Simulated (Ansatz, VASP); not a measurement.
**KSrHfNbO6: VASP beside Ansatz**

```
CELL_PARAMETERS angstrom
0.00000 4.06868 4.06868
4.06868 0.00000 4.06868
4.06868 4.06868 0.00000
ATOMIC_POSITIONS crystal
K 0.75000 0.75000 0.75000
Sr 0.25000 0.25000 0.25000
Hf 0.00000 0.00000 0.00000
Nb 0.50000 0.50000 0.50000
O 0.74470 0.25530 0.25530
O 0.25530 0.74470 0.74470
O 0.74470 0.74470 0.25530
O 0.25530 0.25530 0.74470
O 0.25530 0.74470 0.25530
O 0.74470 0.25530 0.74470
```

Alike in both runs: task relaxation of cell and atoms; functional PBE; dispersion D3(BJ); k mesh 4 × 4 × 4; occupations gaussian, width 0.02 eV; no spin polarisation.

```csv
,VASP,Ansatz
version,VASP 6.6.1,Ansatz 0.2.0
potentials or method,"VASP PAW PBE potentials, release 64 (K_sv, Sr_sv, Hf_pv, Nb_sv, O), cutoff 600 eV","scalar-relativistic, plane waves, PAW"
valence electrons in the cell,78,94
```

|  | VASP | Ansatz | Ansatz less VASP |
| --- | --- | --- | --- |
| gap on the k mesh at the Fermi level, each at its own relaxed structure (eV) | 2.49 | 2.52 | +0.031 |
| relaxed volume (Å³/atom) | 13.39 | 13.47 | +0.080 |
| relaxed length of the cell vector where the two differ most in proportion (Å) | 5.743 | 5.754 | +0.0114 |

VASP's potentials hold 78 valence electrons a cell and Ansatz's 94, so a difference there can come from the potentials and not from the codes.

Neither program's run includes spin-orbit coupling.
